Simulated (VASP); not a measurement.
# Ba in VASP: further runs, part 2 of 2

VASP 6.6.1. Earlier steps stand in the parts before.

## Step 4: Single point, PBEsol

File INCAR:

```
  PREC = Accurate
  ENCUT = 500
  EDIFF = 1E-6
  ISMEAR = 0
  SIGMA = 0.1
  LREAL = False
  LASPH = True
  NELM = 120
  ALGO = Normal
  ISIF = 2
  LWAVE = False
  LCHARG = True
  GGA = PS
  LELF = True
  LVHAR = True
  NBANDS = 11
  GGA_COMPAT = False
```

File KPOINTS:

```
Automatic mesh
0
Gamma
  12 12 12
```

File POSCAR:

```
Ba
1.0
    0.0000000000      3.0811255076      3.0811255076
    3.0811255076      0.0000000000      3.0811255076
    3.0811255076      3.0811255076      0.0000000000
Ba
1
Direct
    0.5000000000      0.5000000000      0.5000000000
```

Potentials or basis: VASP PAW PBE potentials, release 64 (Ba_sv).

Command:

```
> cat potpaw_PBE.64/Ba_sv/POTCAR > POTCAR
> mpirun -np 1 vasp_std > vasp.out
```

OUTCAR:

```text
PREC = Accurate
   ENCUT = 500
   EDIFF = 1E-6
   ISMEAR = 0
   LREAL = False
   LASPH = True
   NELM = 120
   ISIF = 2
   GGA = PS

 ion  position               nearest neighbor table
   1  0.500  0.500  0.500-

  LATTYP: Found a face centered cubic cell.
 ALAT       =     6.1622510152

  Lattice vectors:

 A1 = (   0.0000000000,   3.0811255076,   3.0811255076)
 A2 = (   3.0811255076,   0.0000000000,   3.0811255076)
 A3 = (   3.0811255076,   3.0811255076,   0.0000000000)

Analysis of symmetry for initial positions (statically):
=====================================================================
 Subroutine PRICEL returns:
 Original cell was already a primitive cell.

 Routine SETGRP: Setting up the symmetry group for a
 face centered cubic supercell.

 Subroutine GETGRP returns: Found 48 space group operations
 (whereof 48 operations were pure point group operations)
 out of a pool of 48 trial point group operations.

The static configuration has the point symmetry O_h .

Analysis of symmetry for dynamics (positions and initial velocities):
=====================================================================
 Subroutine PRICEL returns:
 Original cell was already a primitive cell.

 Routine SETGRP: Setting up the symmetry group for a
 face centered cubic supercell.

 Subroutine GETGRP returns: Found 48 space group operations
 (whereof 48 operations were pure point group operations)
 out of a pool of 48 trial point group operations.

The dynamic configuration has the point symmetry O_h .

 Subroutine INISYM returns: Found 48 space group operations
 (whereof 48 operations are pure point group operations),
 and found     1 'primitive' translations

----------------------------------------------------------------------------------------

                                     Primitive cell

  volume of cell :      58.5003

  direct lattice vectors                    reciprocal lattice vectors
     0.000000000  3.081125508  3.081125508    -0.162278362  0.162278362  0.162278362
     3.081125508  0.000000000  3.081125508     0.162278362 -0.162278362  0.162278362
     3.081125508  3.081125508  0.000000000     0.162278362  0.162278362 -0.162278362

  length of vectors
     4.357369480  4.357369480  4.357369480     0.281074368  0.281074368  0.281074368

  position of ions in fractional coordinates (direct lattice)
     0.500000000  0.500000000  0.500000000

  ion indices of the primitive-cell ions
   primitive index   ion index
                 1           1

----------------------------------------------------------------------------------------

 KPOINTS: Automatic mesh

Automatic generation of k-mesh.
 Grid dimensions read from file:
 generate k-points for:   12   12   12

 Generating k-lattice:

  Cartesian coordinates                     Fractional coordinates (reciprocal lattice)
    -0.013523197  0.013523197  0.013523197     0.083333333  0.000000000  0.000000000
     0.013523197 -0.013523197  0.013523197     0.000000000  0.083333333  0.000000000
     0.013523197  0.013523197 -0.013523197     0.000000000  0.000000000  0.083333333

  Length of vectors
     0.023422864  0.023422864  0.023422864

  Shift w.r.t. Gamma in fractional coordinates (k-lattice)
     0.000000000  0.000000000  0.000000000

 Subroutine IBZKPT returns following result:
 ===========================================

 Found     72 irreducible k-points:

 Following reciprocal coordinates:
            Coordinates               Weight
  0.000000  0.000000  0.000000      1.000000
  0.083333  0.000000  0.000000      8.000000
  0.166667  0.000000  0.000000      8.000000
  0.250000  0.000000  0.000000      8.000000
  0.333333  0.000000  0.000000      8.000000
  0.416667  0.000000  0.000000      8.000000
[... 16 lines left out ...]
  0.500000  0.166667  0.000000     24.000000
 -0.416667  0.166667  0.000000     24.000000
 [... further k-points ...]
   k-points           NKPTS =     72   k-points in BZ     NKDIM =     72   number of bands    NBANDS=     11
   number of dos      NEDOS =    301   number of ions     NIONS =      1
   total plane-waves  NPLWV =  32768
   dimension x,y,z NGX =    32 NGY =   32 NGZ =   32
   dimension x,y,z NGXF=    64 NGYF=   64 NGZF=   64
   ions per type =               1
   NGX,Y,Z   is equivalent  to a cutoff of  12.21, 12.21, 12.21 a.u.
   NGXF,Y,Z  is equivalent  to a cutoff of  24.42, 24.42, 24.42 a.u.
 SYSTEM =  unknown system
   PREC   = accura    normal or accurate (medium, high low for compatibility)
   ISTART =      0    job   : 0-new  1-cont  2-samecut
   ICHARG =      2    charge: 1-file 2-atom 10-const
   ISPIN  =      1    spin polarized calculation?
   LNONCOLLINEAR =      F non collinear calculations
   LSORBIT =      F    spin-orbit coupling
   LASPH  =      T    aspherical Exc in radial PAW
   ENCUT  =  500.0 eV  36.75 Ry    6.06 a.u.   7.94  7.94  7.94*2*pi/ulx,y,z
   NELM   =    120;   NELMIN=  2; NELMDL= -5     # of ELM steps
   EDIFF  = 0.1E-05   stopping-criterion for ELM
   LREAL  =      F    real-space projection
   EDIFFG = 0.1E-04   stopping-criterion for IOM
   NSW    =      0    number of steps for IOM
   IBRION =     -1    ionic relax: 0-MD 1-quasi-New 2-CG
   NFREE  =      0    steps in history (QN), initial steepest desc. (CG)
   ISIF   =      2    stress and relaxation
   ISYM   =      2    0-nonsym 1-usesym 2-fastsym
   POTIM  = 0.5000    time-step for ionic-motion
   TEBEG  =    0.0;   TEEND  =   0.0 temperature during run
   PSTRESS=    0.0 pullay stress
   NELECT =      10.0000    total number of electrons
   NUPDOWN=      -1.0000    fix difference up-down
   EMIN   =  10.00;   EMAX   =-10.00  energy-range for DOS
   EFERMI =   0.00;   METHOD = LEGACY
   ISMEAR =     0;   SIGMA  =   0.10  broadening in eV -4-tet -1-fermi 0-gaus
   EFERMI_NEDOS =   21; number of points for ismear=-14 and -15
   IALGO  =     38    algorithm
   IMIX   =      4    mixing-type and parameters
     AMIX     =   0.40;   BMIX     =  1.00
     AMIX_MAG =   1.60;   BMIX_MAG =  1.00
  volume/ion in A,a.u.               =      58.50       394.78
  Fermi-wavevector in a.u.,A,eV,Ry     =   0.908564  1.716937 11.231449  0.825488
  Thomas-Fermi vector in A             =   2.032505
   LORBIT       =      0    0 simple, 1 ext, 2 COOP (PROOUT), +10 PAW based schemes
   GGA     = PS    functional components
   LHFCALC =     F    Hartree Fock is set to
   AEXX    =    0.0000 exact exchange contribution
   IVDW    =     0    specifies the selected vdW correction
   LEPSILON=     F    determine dielectric tensor
   LRPA    =     F    only Hartree local field effects (RPA)
 non-spin polarized calculation
 Gauss-broadening in eV      SIGMA  =   0.10
  energy-cutoff  :      500.00
  volume of cell :       58.50
 maximum number of plane-waves:      1524
   NGX = 15   NGY = 15   NGZ = 15

 number of electron      10.0000000 magnetization

 Free energy of the ion-electron system (eV)
  ---------------------------------------------------
  ext. energy  EPLUGINS =         0.00000000
  ---------------------------------------------------
  free energy    TOTEN  =        -2.13561692 eV

  energy without entropy =       -2.12731446  energy(sigma->0) =       -2.13146569

 E-fermi :   1.8176     XC(G=0):  -7.7500

 val. band max:        1.8175615652   @ k =   0.4167   0.3333   0.0000
 cond. band min:       1.8430057270   @ k =  -0.2500   0.4167   0.1667
 fundamental gap:      0.0254441618
 Fermi energy:         1.8176070618

 k-point     1 :       0.0000    0.0000    0.0000
  band No.  band energies     occupation
      1     -26.9278      2.00000
      2     -11.8164      2.00000
      3     -11.8164      2.00000
      4     -11.8164      2.00000
      5      -1.0202      2.00000
      6       3.6575      0.00000
      7       3.6575      0.00000
      8       3.6575      0.00000
      9       5.3761      0.00000
     10       5.3761      0.00000
     11       7.9878      0.00000

 k-point     2 :       0.0833    0.0000    0.0000
  band No.  band energies     occupation
      1     -26.9240      2.00000
      2     -11.8594      2.00000
      3     -11.8216      2.00000
      4     -11.8216      2.00000
      5      -0.8849      2.00000
      6       3.4933      0.00000
      7       3.7224      0.00000
      8       3.7224      0.00000
      9       5.2829      0.00000
     10       5.2829      0.00000
     11       8.3134      0.00000
[... 295 lines left out ...]
 k-point    24 :      -0.4167    0.1667    0.0000
  band No.  band energies     occupation
      1     -26.8661      2.00000
      2     -12.3533      2.00000
      3     -12.0037      2.00000
      4     -11.9149      2.00000
      5       1.2763      2.00000
      6       2.5273      0.00000
      7       3.1997      0.00000
      8       3.9109      0.00000
      9       6.2895      0.00000
     10       6.9798      0.00000
     11       8.0369      0.00000

 [... further k-points ...]
[... 5 lines left out ...]
  --------------------------------------------------------------------------------------
  -------------------------------------------------------------------------------------
  Total        0.0281392      0.0281392      0.0281392     -0.0000000      0.0000000     -0.0000000
  in kB        0.7706616      0.7706616      0.7706616     -0.0000000      0.0000000     -0.0000000
  external PRESSURE =       0.7706616 kB  Pullay stress =       0.0000000 kB

 VOLUME and BASIS-vectors are now :
 -----------------------------------------------------------------------------
  energy-cutoff  :      500.00
  volume of cell :       58.50
      direct lattice vectors                 reciprocal lattice vectors
     0.000000000  3.081125508  3.081125508    -0.162278362  0.162278362  0.162278362
     3.081125508  0.000000000  3.081125508     0.162278362 -0.162278362  0.162278362
     3.081125508  3.081125508  0.000000000     0.162278362  0.162278362 -0.162278362

 POSITION                                       TOTAL-FORCE (eV/Angst)
 -----------------------------------------------------------------------------------
      3.08113      3.08113      3.08113         0.000000     -0.000000      0.000000
 -----------------------------------------------------------------------------------
    total drift:                               -0.000000     -0.000000      0.000000

  FREE ENERGIE OF THE ION-ELECTRON SYSTEM (eV)
  ---------------------------------------------------
  free  energy   TOTEN  =        -2.1356169183 eV

  energy  without entropy=       -2.1273144650  energy(sigma->0) =       -2.13146569
```

OSZICAR:

```text
N       E                     dE             d eps       ncg     rms          rms(c)
DAV:   1     0.605614023938E+02    0.60561E+02   -0.43592E+03  1584   0.723E+02
DAV:   2     0.137013215678E+01   -0.59191E+02   -0.57780E+02  1949   0.138E+02
DAV:   3    -0.196613580344E+01   -0.33363E+01   -0.33165E+01  1979   0.383E+01
DAV:   4    -0.214005696774E+01   -0.17392E+00   -0.17369E+00  2348   0.544E+00
DAV:   5    -0.214064757563E+01   -0.59061E-03   -0.59059E-03  1966   0.393E-01    0.174E+00
DAV:   6    -0.213755510895E+01    0.30925E-02   -0.30706E-03  2019   0.521E-01    0.103E+00
DAV:   7    -0.213557597219E+01    0.19791E-02   -0.57015E-03  2213   0.710E-01    0.427E-02
DAV:   8    -0.213561519448E+01   -0.39222E-04   -0.78802E-05  2169   0.588E-02    0.676E-03
DAV:   9    -0.213561714821E+01   -0.19537E-05   -0.33999E-06  2061   0.117E-02    0.133E-03
DAV:  10    -0.213561691834E+01    0.22987E-06   -0.19008E-07  1089   0.307E-03
   1 F= -.21356169E+01 E0= -.21314657E+01  d E =-.830245E-02
```

stdout:

```text
POSCAR found type information on POSCAR Ba
 POSCAR found :  1 types and       1 ions
 scaLAPACK will be used
 -----------------------------------------------------------------------------
|                                                                             |
|                                                                             |
|     You enforced a specific xc type in the INCAR file but a different       |
|     I HOPE YOU KNOW WHAT YOU ARE DOING!                                     |
|                                                                             |
 -----------------------------------------------------------------------------

 LDA part: xc-table for (Slater+PW92), standard interpolation
 POSCAR, INCAR and KPOINTS ok, starting setup
 FFT: planning ... GRIDC
 FFT: planning ... GRID_SOFT
 FFT: planning ... GRID
 WAVECAR not read
 entering main loop
```

It took 49 s on 1 thread of AMD EPYC 7R13, shared host; peak memory 0.17 GiB.

What came out:

| Property | Result |
| --- | --- |
| Free energy | -2.1356 eV |
| Pressure | 0.1 GPa |
| Band gap on the k mesh | zero (bands 5 and 6 overlap by 0.41 eV) |

Caveat: the PAW data sets were made with another functional, which shifts forces and pressure a little; spin-orbit coupling is left out, which moves the levels of the heavy elements.

## Step 5: Single point, PBEsol

This run uses another cell than the first one: it holds 2 atoms, not 1.

File INCAR:

```
PREC     = Accurate       # precision mode
ENCUT    = 500            # plane-wave cutoff, eV
EDIFF    = 1E-6           # SCF threshold, eV
ISMEAR   = 0              # smearing method
SIGMA    = 0.1            # smearing width, eV
LREAL    = F              # projectors in reciprocal space
LASPH    = T              # aspherical terms in the spheres
NELM     = 120            # most SCF steps
ALGO     = Normal         # electronic algorithm
ISIF     = 2              # what is computed and relaxed
LWAVE    = F              # write WAVECAR
LCHARG   = F              # write CHGCAR
GGA      = PS             # functional
NBANDS   = 17             # bands
GGA_COMPAT= F
```

File KPOINTS:

```
Automatic mesh
0
Gamma
  6 6 6
```

File POSCAR:

```
Ba
1.0
    2.1722795614      1.2541661895      7.0177354901
   -2.1722795614      1.2541661895      7.0177354901
    0.0000000000     -2.5083323791      7.0177354901
Ba
2
Direct
    0.2500035959      0.2500035959      0.2500035959
    0.7499964041      0.7499964041      0.7499964041
```

Command:

```
> cat potpaw_PBE.64/Ba_sv/POTCAR > POTCAR
> mpirun -np 1 vasp_std > vasp.out
```

Wall time 3.2 min (1 thread of AMD EPYC 7R13, shared host); peak memory 0.33 GiB.

Results (log left out):

```
Free energy            : -4.2584 eV
Pressure               : 0.2 GPa
Band gap on the k mesh : zero (bands 10 and 11 overlap by 0.44 eV)
```

Stress tensor (GPa, compression positive):
```
0.10 0.00 0.00
0.00 0.10 0.00
0.00 0.00 0.40
```

Levels at points of the mesh, in eV from the Fermi level:
```tsv
k point	band 7	band 8	band 9	band 10	band 11	band 12	band 13	band 14
(0.00, 0.00, 0.00)	-13.62	-13.62	-2.88	-1.04	1.38	1.64	1.64	1.79
(0.50, 0.00, 0.00)	-13.78	-13.78	-0.45	-0.45	0.31	0.31	1.20	1.20
(0.50, 0.50, 0.00)	-13.70	-13.70	-1.06	-0.97	-0.32	1.31	1.62	1.72
(0.50, 0.50, 0.50)	-13.67	-13.67	-1.82	-1.82	1.04	1.04	2.01	2.01
```

Caveat: the PAW data sets were made with another functional, which shifts forces and pressure a little; spin-orbit coupling is left out, which moves the levels of the heavy elements.

## Step 6: Summary

| cell | k mesh | gap on the mesh (eV) | pressure (GPa) |
| --- | --- | --- | --- |
| a = 4.358 Å, angles 60.0°, 1 atom, atomic positions A | 12 × 12 × 12 | none | 0.1 |
| a = 4.357 Å, angles 60.0°, 1 atom, atomic positions A | 12 × 12 × 12 | none | 0.1 |
| a = 7.453 Å, angles 33.9°, 2 atoms, atomic positions B | 6 × 6 × 6 | none | 0.2 |

Alike in all rows: task single point; level PBEsol; potentials or basis VASP PAW PBE potentials, release 64 (Ba_sv); no spin polarisation; cutoff (eV) 500; smearing gaussian 0.1 eV.

Caveats: the PAW data sets were made with another functional, which shifts forces and pressure a little; spin-orbit coupling is left out, which moves the levels of the heavy elements.

Absolute energies hang on the potentials; compare differences alone.
